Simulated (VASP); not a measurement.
# BaS (P1) in VASP: relaxation of cell and atoms with PBE

Aim: the relaxation of cell and atoms of BaS with PBE.

All numbers are computed with VASP 6.6.1; they aren't measurements. Logs are shortened: lines on timing, memory, paths and dates and some standing lists are left out, and cuts for length are marked.

**1. The cell of the first run**

The typed cell holds 8 atoms: a = 4.484 Å, b = 7.917 Å, c = 8.083 Å, α = 107.42°, β = 88.31°, γ = 92.39°.

**2. Relaxation of cell and atoms, PBE**

Contents of INCAR:

```
SYSTEM = BaS
PREC     = Accurate       ! precision mode
ENCUT    = 600            ! plane-wave cutoff, eV
EDIFF    = 1E-6           ! SCF threshold, eV
ISMEAR   = 0              ! smearing method
SIGMA    = 0.1            ! smearing width, eV
LREAL    = .FALSE.        ! projectors in reciprocal space
LASPH    = .TRUE.         ! aspherical terms in the spheres
NELM     = 60             ! most SCF steps
ALGO     = Normal         ! electronic algorithm
ISIF     = 3              ! what is computed and relaxed
LWAVE    = .FALSE.        ! write WAVECAR
LCHARG   = .FALSE.        ! write CHGCAR
GGA      = PE             ! functional
IBRION   = 2              ! ionic algorithm
NSW      = 80             ! ionic steps
EDIFFG   = -0.025         ! ionic threshold
```

Contents of KPOINTS:

```
regular mesh
0
G
  4 2 2
  0 0 0
```

Contents of POSCAR:

```
BaS
1.0
   -0.0997771091      3.1534835766      3.1855354926
    6.3958876391      3.1819376727     -3.4135438070
   -6.4974646605      3.4830689124     -3.3155666101
Ba S
4 4
Direct
    0.0050455204      0.0045667718      1.0046938729
    0.5001767155      0.4951114317     -0.0079383099
    0.4853312635     -0.0039508698      0.5063686671
    0.9995949601      0.5048863352      0.5006375191
    0.9965482697      0.2497312944      0.7535495514
    0.4998201705      0.7528712824      0.7483104096
    0.5172649437      0.2531169151      0.2565452375
    0.9962181566      0.7436668392      0.2378330523
```

Potentials or basis: VASP PAW PBE potentials, release 64 (Ba_sv, S).

Command:

```sh
$ cat potpaw_PBE.64/Ba_sv/POTCAR potpaw_PBE.64/S/POTCAR > POTCAR
$ mpirun -np 1 vasp_std > vasp.out
```

OUTCAR:

```text
SYSTEM = BaS
   PREC = Accurate
   ENCUT = 600
   EDIFF = 1E-6
   ISMEAR = 0
   LREAL = .FALSE.
   LASPH = .TRUE.
   NELM = 60
   ISIF = 3
   GGA = PE
   IBRION = 2
   NSW = 80
   EDIFFG = -0.025

 ion  position               nearest neighbor table
   1  0.005  0.005  0.005-   8 3.18   5 3.20   7 3.24   7 3.29   6 3.29   6 3.29   2 4.42   3 4.49
                             2 4.52   2 4.60   3 4.63   2 4.66   3 4.67   3 4.69   4 4.72
   2  0.500  0.495  0.992-   5 3.20   5 3.21   8 3.21   6 3.23   8 3.27   7 3.27   1 4.42   1 4.52
                             4 4.52   1 4.60   4 4.61   4 4.64   1 4.66   3 4.66   4 4.72
   3  0.485  0.996  0.506-   6 3.13   5 3.25   7 3.26   5 3.28   8 3.29   8 3.38   4 4.37   1 4.49
                             4 4.57   4 4.59   1 4.63   2 4.66   1 4.67   4 4.67   1 4.69
   4  1.000  0.505  0.501-   7 3.18   6 3.23   8 3.24   6 3.26   5 3.28   7 3.32   3 4.37   2 4.52
                             3 4.57   3 4.59   2 4.61   2 4.64   3 4.67   1 4.72   2 4.72
   5  0.997  0.250  0.754-   2 3.20   1 3.20   2 3.21   3 3.25   4 3.28   3 3.28
   6  0.500  0.753  0.748-   3 3.13   4 3.23   2 3.23   4 3.26   1 3.29   1 3.29
   7  0.517  0.253  0.257-   4 3.18   1 3.24   3 3.26   2 3.27   1 3.29   4 3.32
   8  0.996  0.744  0.238-   1 3.18   2 3.21   4 3.24   2 3.27   3 3.29   3 3.38

  LATTYP: Found a triclinic cell.
 ALAT       =     7.9173472431
 B/A-ratio  =     1.1963254639
 C/A-ratio  =     0.5662920792
 COS(alpha) =     0.0096003584
 COS(beta)  =     0.0416348412
 COS(gamma) =     0.5804445180

  Lattice vectors:

 A1 = (  -6.3958876391,  -3.1819376727,   3.4135438070)
 A2 = (   0.1015770214,  -6.6650065851,   6.7291104171)
 A3 = (  -0.0997771091,   3.1534835766,   3.1855354926)

Analysis of symmetry for initial positions (statically):
=====================================================================
 Subroutine PRICEL returns:
 Original cell was already a primitive cell.

 Routine SETGRP: Setting up the symmetry group for a
 triclinic supercell.

 Subroutine GETGRP returns: Found  1 space group operations
 (whereof  1 operations were pure point group operations)
 out of a pool of  2 trial point group operations.

The static configuration has the point symmetry C_1 .

Analysis of symmetry for dynamics (positions and initial velocities):
=====================================================================
 Subroutine PRICEL returns:
 Original cell was already a primitive cell.

 Routine SETGRP: Setting up the symmetry group for a
 triclinic supercell.

 Subroutine GETGRP returns: Found  1 space group operations
 (whereof  1 operations were pure point group operations)
 out of a pool of  2 trial point group operations.

The dynamic configuration has the point symmetry C_1 .

 Subroutine INISYM returns: Found  1 space group operations
 (whereof  1 operations are pure point group operations),
 and found     1 'primitive' translations

----------------------------------------------------------------------------------------

                                     Primitive cell

  volume of cell :     273.5060

  direct lattice vectors                    reciprocal lattice vectors
    -0.099777109  3.153483577  3.185535493     0.004898181  0.158626756  0.157041684
     6.395887639  3.181937673 -3.413543807     0.078795432  0.076885775 -0.073644149
    -6.497464661  3.483068912 -3.315566610    -0.076417807  0.073247872 -0.074904427

  length of vectors
     4.483531032  7.917347243  8.083427368     0.223267844  0.132452267  0.129674998

  position of ions in fractional coordinates (direct lattice)
     0.005045520  0.004566772  0.004693873
     0.500176715  0.495111432  0.992061690
     0.485331264  0.996049130  0.506368667
     0.999594960  0.504886335  0.500637519
     0.996548270  0.249731294  0.753549551
     0.499820171  0.752871282  0.748310410
     0.517264944  0.253116915  0.256545237
     0.996218157  0.743666839  0.237833052

  ion indices of the primitive-cell ions
   primitive index   ion index
                 1           1
                 2           2
                 3           3
                 4           4
                 5           5
                 6           6
                 7           7
                 8           8

----------------------------------------------------------------------------------------

 KPOINTS: regular mesh

Automatic generation of k-mesh.
 Grid dimensions read from file:
 generate k-points for:    4    2    2

 Generating k-lattice:

  Cartesian coordinates                     Fractional coordinates (reciprocal lattice)
     0.001224545  0.039656689  0.039260421     0.250000000  0.000000000 -0.000000000
     0.039397716  0.038442888 -0.036822074     0.000000000  0.500000000  0.000000000
    -0.038208903  0.036623936 -0.037452213    -0.000000000  0.000000000  0.500000000

  Length of vectors
     0.055816961  0.066226134  0.064837499

  Shift w.r.t. Gamma in fractional coordinates (k-lattice)
     0.000000000  0.000000000  0.000000000

 Subroutine IBZKPT returns following result:
 ===========================================

 Found     12 irreducible k-points:

 Following reciprocal coordinates:
            Coordinates               Weight
  0.000000  0.000000  0.000000      1.000000
  0.250000  0.000000  0.000000      2.000000
  0.500000  0.000000  0.000000      1.000000
  0.000000  0.500000  0.000000      1.000000
  0.250000  0.500000 -0.000000      2.000000
  0.500000  0.500000  0.000000      1.000000
 -0.000000  0.000000  0.500000      1.000000
  0.250000 -0.000000  0.500000      2.000000
  0.500000  0.000000  0.500000      1.000000
 -0.000000  0.500000  0.500000      1.000000
  0.250000  0.500000  0.500000      2.000000
  0.500000  0.500000  0.500000      1.000000
   k-points           NKPTS =     12   k-points in BZ     NKDIM =     12   number of bands    NBANDS=     38
   number of dos      NEDOS =    301   number of ions     NIONS =      8
   total plane-waves  NPLWV = 161280
   dimension x,y,z NGX =    36 NGY =   64 NGZ =   70
   dimension x,y,z NGXF=    72 NGYF=  128 NGZF=  140
   ions per type =               4   4
   NGX,Y,Z   is equivalent  to a cutoff of  13.35, 13.44, 14.40 a.u.
   NGXF,Y,Z  is equivalent  to a cutoff of  26.70, 26.88, 28.79 a.u.
 SYSTEM =  BaS
   PREC   = accura    normal or accurate (medium, high low for compatibility)
   ISTART =      0    job   : 0-new  1-cont  2-samecut
   ICHARG =      2    charge: 1-file 2-atom 10-const
   ISPIN  =      1    spin polarized calculation?
   LNONCOLLINEAR =      F non collinear calculations
   LSORBIT =      F    spin-orbit coupling
   LASPH  =      T    aspherical Exc in radial PAW
   ENCUT  =  600.0 eV  44.10 Ry    6.64 a.u.   8.95 15.81 16.14*2*pi/ulx,y,z
   NELM   =     60;   NELMIN=  2; NELMDL= -5     # of ELM steps
   EDIFF  = 0.1E-05   stopping-criterion for ELM
   LREAL  =      F    real-space projection
   EDIFFG = -.3E-01   stopping-criterion for IOM
   NSW    =     80    number of steps for IOM
   IBRION =      2    ionic relax: 0-MD 1-quasi-New 2-CG
   NFREE  =      1    steps in history (QN), initial steepest desc. (CG)
   ISIF   =      3    stress and relaxation
   ISYM   =      2    0-nonsym 1-usesym 2-fastsym
   POTIM  = 0.5000    time-step for ionic-motion
   TEBEG  =    0.0;   TEEND  =   0.0 temperature during run
   PSTRESS=    0.0 pullay stress
   NELECT =      64.0000    total number of electrons
   NUPDOWN=      -1.0000    fix difference up-down
   EMIN   =  10.00;   EMAX   =-10.00  energy-range for DOS
   EFERMI =   0.00;   METHOD = LEGACY
   ISMEAR =     0;   SIGMA  =   0.10  broadening in eV -4-tet -1-fermi 0-gaus
   EFERMI_NEDOS =   21; number of points for ismear=-14 and -15
   IALGO  =     38    algorithm
   IMIX   =      4    mixing-type and parameters
     AMIX     =   0.40;   BMIX     =  1.00
     AMIX_MAG =   1.60;   BMIX_MAG =  1.00
  volume/ion in A,a.u.               =      34.19       230.71
  Fermi-wavevector in a.u.,A,eV,Ry     =   1.008817  1.906388 13.846818  1.017712
  Thomas-Fermi vector in A             =   2.141708
   LORBIT       =      0    0 simple, 1 ext, 2 COOP (PROOUT), +10 PAW based schemes
   GGA     = PE    functional components
   LHFCALC =     F    Hartree Fock is set to
   AEXX    =    0.0000 exact exchange contribution
   IVDW    =     0    specifies the selected vdW correction
   LEPSILON=     F    determine dielectric tensor
   LRPA    =     F    only Hartree local field effects (RPA)
 conjugate gradient relaxation of ions
 non-spin polarized calculation
 Gauss-broadening in eV      SIGMA  =   0.10
  energy-cutoff  :      600.00
  volume of cell :      273.51
 maximum number of plane-waves:      9148
 NGX is ok and might be reduce to    36
   NGX = 17   NGY = 31   NGZ = 33

--------------------------------------- Ionic step        1  -------------------------------------------

 number of electron      63.9999999 magnetization

 Free energy of the ion-electron system (eV)
  ---------------------------------------------------
  ext. energy  EPLUGINS =         0.00000000
  ---------------------------------------------------
  free energy    TOTEN  =       -40.61942201 eV

  energy without entropy =      -40.61942201  energy(sigma->0) =      -40.61942201

------------------------ aborting loop because EDIFF is reached ----------------------------------------

  FORCE on cell =-STRESS in cart. coord.  units (eV):
  Direction    XX          YY          ZZ          XY          YZ          ZX
  --------------------------------------------------------------------------------------
  -------------------------------------------------------------------------------------
  Total       -0.2757120     -0.8819273     -2.0032040      1.4957740      1.7313821      0.2492672
  in kB       -1.6150996     -5.1662625    -11.7346159      8.7621298     10.1423039      1.4601881
  external PRESSURE =      -6.1719927 kB  Pullay stress =       0.0000000 kB
[... 107 lines left out ...]
  FREE ENERGIE OF THE ION-ELECTRON SYSTEM (eV)
  ---------------------------------------------------
  free  energy   TOTEN  =       -40.7202435368 eV

  energy  without entropy=      -40.7202435367  energy(sigma->0) =      -40.72024354

[... ionic steps 4 to 9 ...]

--------------------------------------- Ionic step       10  -------------------------------------------

 number of electron      63.9999997 magnetization

------------------------ aborting loop because EDIFF is reached ----------------------------------------

  FORCE on cell =-STRESS in cart. coord.  units (eV):
  Direction    XX          YY          ZZ          XY          YZ          ZX
  --------------------------------------------------------------------------------------
  -------------------------------------------------------------------------------------
  Total        0.0831347      0.0961869      0.1354363      0.0133910      0.0122194     -0.0369506
  in kB        0.4953493      0.5731197      0.8069827      0.0797889      0.0728078     -0.2201660
  external PRESSURE =       0.6251506 kB  Pullay stress =       0.0000000 kB
[... 69 lines left out ...]
  energy  without entropy=      -40.7687743409  energy(sigma->0) =      -40.76877434

--------------------------------------- Ionic step       12  -------------------------------------------

 number of electron      63.9999996 magnetization

 Free energy of the ion-electron system (eV)
  ---------------------------------------------------
  ext. energy  EPLUGINS =         0.00000000
  ---------------------------------------------------
  free energy    TOTEN  =       -40.76923479 eV

  energy without entropy =      -40.76923479  energy(sigma->0) =      -40.76923479

 E-fermi :   1.8146     XC(G=0):  -8.4915

 val. band max:        1.2939903060   @ k =   0.0000   0.0000   0.0000
 cond. band min:       3.4485569005   @ k =   0.5000   0.5000   0.5000
 fundamental gap:      2.1545665946
 Fermi energy:         1.8145564142

 k-point     1 :       0.0000    0.0000    0.0000
  band No.  band energies     occupation
      1     -24.8901      2.00000
      2     -24.8522      2.00000
      3     -24.8522      2.00000
      4     -24.8409      2.00000
      5     -10.9471      2.00000
      6     -10.9471      2.00000
[... 516 lines left out ...]
  FREE ENERGIE OF THE ION-ELECTRON SYSTEM (eV)
  ---------------------------------------------------
  free  energy   TOTEN  =       -40.7692347869 eV

  energy  without entropy=      -40.7692347869  energy(sigma->0) =      -40.76923479

 reached required accuracy - stopping structural energy minimisation
```

Wall time 15 min (1 thread of Intel Xeon Platinum 8488C (Sapphire Rapids), shared host); peak memory 0.49 GiB.

Results:

| Property | Result |
| --- | --- |
| Free energy | -40.7692 eV |
| Relaxed volume | 33.65 Å³/atom |
| Relaxed cell | a = 4.565 Å, b = 7.909 Å, c = 7.906 Å, α = 109.44°, β = 89.93°, γ = 90.06° |
| Space group after relaxing (to 0.1 Å) | Fm-3m (No. 225) |
| Energy gained by relaxing | 18.7 meV/atom |
| Ionic steps | 12 |
| Pressure after relaxing | 0.0 GPa |
| Largest force after relaxing | 0.022 eV/Å |
| Band gap on the k mesh | 2.15 eV |

Forces on the atoms (eV/Å):
```
Ba  -0.001 -0.011 -0.002
Ba   0.001  0.009 -0.003
Ba  -0.008  0.008 -0.004
Ba   0.002 -0.010 -0.005
S   -0.003  0.019 -0.002
S    0.007 -0.021  0.001
S   -0.007 -0.003  0.008
S    0.009  0.010  0.007
```

The path:
| step | energy change (eV) | largest force (eV/Å) | pressure (GPa) | volume (Å³) |
| --- | --- | --- | --- | --- |
| 1 | 0.0000 | 0.3466 | -0.62 | 273.51 |
| 2 | -0.0810 | 0.2669 | 0.17 | 268.27 |
| 3 | -0.1008 | 0.2096 | 0.84 | 264.24 |
| 4 | -0.1345 | 0.1364 | 0.01 | 269.36 |
| 5 | -0.1353 | 0.1293 | -0.13 | 270.24 |
| 6 | -0.1407 | 0.1057 | -0.05 | 269.69 |
| 7 | -0.1433 | 0.0764 | 0.06 | 268.93 |
| 8 | -0.1472 | 0.0471 | 0.00 | 269.27 |
| 9 | -0.1487 | 0.0458 | -0.05 | 269.64 |
| 10 | -0.1493 | 0.0344 | 0.06 | 268.89 |
| 11 | -0.1494 | 0.0323 | 0.08 | 268.75 |
| 12 | -0.1498 | 0.0222 | 0.02 | 269.18 |

Final structure:
```
CELL_PARAMETERS angstrom
-0.00310 3.22772 3.22814
6.45631 3.22791 -3.23208
-6.45435 3.23256 -3.22543
ATOMIC_POSITIONS crystal
Ba 0.00134 0.00058 0.00050
Ba 0.49898 0.49934 0.99938
Ba 0.49909 0.99947 0.49916
Ba 0.00144 0.50059 0.50064
S 0.99821 0.24906 0.74890
S 0.50199 0.75084 0.75123
S 0.50070 0.25093 0.25057
S 0.99826 0.74919 0.24962
```

Levels at points of the mesh, in eV from the valence-band top:
```csv
k point,band 28,band 29,band 30,band 31,band 32,band 33,band 34,band 35,band 36,band 37
"(0.00, 0.00, 0.00)",-0.16,-0.15,0.00,0.00,0.00,2.15,3.44,3.85,3.85,3.86
"(0.50, 0.00, 0.00)",-0.51,-0.51,-0.51,-0.47,-0.45,4.25,4.25,4.25,4.25,4.45
"(0.00, 0.50, 0.00)",-0.62,-0.59,-0.59,-0.59,-0.59,3.43,3.44,4.07,4.07,4.71
"(0.50, 0.50, 0.00)",-0.73,-0.63,-0.62,-0.62,-0.62,3.43,3.43,3.44,3.44,5.84
"(0.00, 0.00, 0.50)",-0.62,-0.59,-0.59,-0.59,-0.59,3.43,3.43,4.07,4.07,4.71
"(0.50, 0.00, 0.50)",-0.73,-0.62,-0.62,-0.62,-0.62,3.43,3.43,3.44,3.44,5.84
"(0.00, 0.50, 0.50)",-0.45,-0.17,-0.17,-0.17,-0.17,2.82,2.83,4.45,4.48,4.56
"(0.50, 0.50, 0.50)",-0.56,-0.16,-0.16,-0.15,-0.15,2.15,2.16,5.43,5.43,5.59
```

Caveat: spin-orbit coupling is left out, which moves the levels of the heavy elements. A k mesh can miss the band edges.
